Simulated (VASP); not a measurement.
Wanted: the native input for a VASP 6.6.1 run.

* Task: single point
* Functional: PBEsol
* Potentials or basis: VASP PAW PBE potentials, release 64 (Cs_sv)
* Cutoff: 520 eV
* k mesh: 7 × 7 × 7
* Occupations: fermi-dirac, width 0.05 eV
* Spin: no spin polarisation
* Dipole correction: no
* Further INCAR settings: ALGO = Normal; EDIFF = 1e-07; NBANDS = 10

The structure of Cs lies in POSCAR:

```
Cs
1.0
   -2.6741037945      2.6741037945      3.8025421596
    2.6741037945     -2.6741037945      3.8025421596
    2.6741037945      2.6741037945     -3.8025421596
Cs
1
Direct
    0.0000000000      0.0000000000      0.0000000000
```

These files were run (other wordings do the same):

INCAR

```
SYSTEM = Cs
PREC = Accurate
ENCUT = 520
EDIFF = 1E-7
ISMEAR = -1
SIGMA = 0.05
LREAL = .False.
LASPH = .True.
NELM = 80
ALGO = Normal
ISIF = 2
LWAVE = .False.
LCHARG = .True.
GGA = PS
LELF = .True.
LVHAR = .True.
NBANDS = 10
```

KPOINTS

```
regular mesh
0
Gamma
  7 7 7
  0 0 0
```

Potentials or basis: VASP PAW PBE potentials, release 64 (Cs_sv).

Launch:

```bash
$ cat potpaw_PBE.64/Cs_sv/POTCAR > POTCAR
$ mpirun -np 1 vasp_std > vasp.out
```

It gave:

The pressure is 0.0 GPa.

Caveat: the PAW data sets were made with another functional, which shifts forces and pressure a little.

Run time: 34 s on 1 thread of Intel(R) Xeon(R) Platinum 8259CL CPU @ 2.50GHz (Skylake/Cascade Lake) (shared host), peak memory 0.24 GiB.
